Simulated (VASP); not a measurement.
MgO: single point with r2SCAN

The system is MgO, a slab with vacuum.

```
Mg O
1.0
     2.97283    0.00000    0.00000
     0.00000    2.97283    0.00000
     0.00000    0.00000   25.51054
Mg O
6 6
Direct
  0.50000 0.50000 0.29400
  0.00000 0.00000 0.37640
  0.50000 0.50000 0.45880
  0.00000 0.00000 0.54120
  0.50000 0.50000 0.62360
  0.00000 0.00000 0.70600
  0.00000 0.00000 0.29400
  0.50000 0.50000 0.37640
  0.00000 0.00000 0.45880
  0.50000 0.50000 0.54120
  0.00000 0.00000 0.62360
  0.50000 0.50000 0.70600
```

```yaml
Program: VASP 6.6.1
Task: single point
Functional: r2SCAN
Potentials_or_basis: VASP PAW PBE potentials, release 64 (Mg, O)
Cutoff: 520 eV
k_mesh: 9 × 9 × 1
Occupations: fermi-dirac, width 0.3 eV
Spin: no spin polarisation
Dipole_correction: yes
Further_INCAR_settings: ALGO = Normal; EDIFF = 1e-07; NBANDS = 36
```

The largest force is 0.477 eV/Å and the band gap on the k mesh is 3.94 eV.

Forces in eV/Å, atoms in the order of the input:
```
Mg   0.000  0.000  0.477
Mg   0.000  0.000  0.004
Mg   0.000  0.000  0.006
Mg   0.000  0.000 -0.006
Mg   0.000  0.000 -0.004
Mg   0.000  0.000 -0.477
O    0.000  0.000 -0.434
O    0.000  0.000  0.003
O    0.000  0.000  0.000
O    0.000  0.000  0.000
O    0.000  0.000 -0.003
O    0.000  0.000  0.434
```

Levels at points of the mesh, in eV from the valence-band top:
| k point | band 22 | band 23 | band 24 | band 25 | band 26 | band 27 |
| --- | --- | --- | --- | --- | --- | --- |
| (0.00, 0.00, 0.00) | -0.16 | 0.00 | 0.00 | 3.94 | 4.01 | 5.29 |

Run time: 5.5 min on 1 thread of Intel(R) Xeon(R) 6975P-C (Granite Rapids) (shared host), peak memory 0.41 GiB.

Caveat: so wide a smearing shifts energies and pressures; the PAW data sets were made with another functional, which shifts forces and pressure a little.
